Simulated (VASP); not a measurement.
Input of a VASP 6.6.1 run:

The input POSCAR:

```
Ca
1.0
    0.0000000000      2.7942000000      2.7942000000
    2.7942000000      0.0000000000      2.7942000000
    2.7942000000      2.7942000000      0.0000000000
Ca
1
Direct
    0.0000000000      0.0000000000      0.0000000000
```

Contents of INCAR.step1:

```
SYSTEM = Ca
ALGO     = Normal         ! electronic algorithm
EDIFF    = 1E-5           ! SCF threshold, eV
ENCUT    = 520            ! plane-wave cutoff, eV
GGA      = PE             ! functional
ISIF     = 2              ! what is computed and relaxed
ISMEAR   = 0              ! smearing method
LASPH    = .True.         ! aspherical terms in the spheres
LCHARG   = .False.        ! write CHGCAR
LREAL    = .False.        ! projectors in reciprocal space
LWAVE    = .True.         ! write WAVECAR
NBANDS   = 11             ! bands
NELM     = 60             ! most SCF steps
PREC     = Accurate       ! precision mode
SIGMA    = 0.05           ! smearing width, eV
```

File INCAR.step2:

```
SYSTEM = Ca
ALGO     = Normal         ! electronic algorithm
EDIFF    = 1E-7           ! SCF threshold, eV
ENCUT    = 520            ! plane-wave cutoff, eV
GGA      = PE             ! functional
HFSCREEN = 0.2079         ! screening, 1/A
ISIF     = 2              ! what is computed and relaxed
ISMEAR   = 0              ! smearing method
ISTART   = 1            
LASPH    = .True.         ! aspherical terms in the spheres
LCHARG   = .False.        ! write CHGCAR
LHFCALC  = .True.         ! exact exchange
LREAL    = .False.        ! projectors in reciprocal space
LWAVE    = .False.        ! write WAVECAR
NBANDS   = 11             ! bands
NELM     = 60             ! most SCF steps
PREC     = Accurate       ! precision mode
PRECFOCK = Normal       
SIGMA    = 0.05           ! smearing width, eV
```

The input KPOINTS:

```
k-points
0
Gamma
  4 4 4
  0 0 0
```

Potentials or basis: VASP PAW PBE potentials, release 64 (Ca_sv).

Launch:

```console
$ cat potpaw_PBE.64/Ca_sv/POTCAR > POTCAR
$ cp INCAR.step1 INCAR
$ mpirun -np 1 vasp_std > vasp.out
$ cp INCAR.step2 INCAR
$ mpirun -np 1 vasp_std > vasp.out
```

Question: Estimate the pressure.

Answer: 0.0 GPa.

Question: Predict the band gap on the k mesh.

Answer: Zero (bands 5 and 6 overlap by 0.81 eV).

Caveat: the k points lie up to 0.49 Å⁻¹ apart, too coarse for converged energies and pressures of a metal; the PAW data sets were made with another functional, which shifts forces and pressure a little.
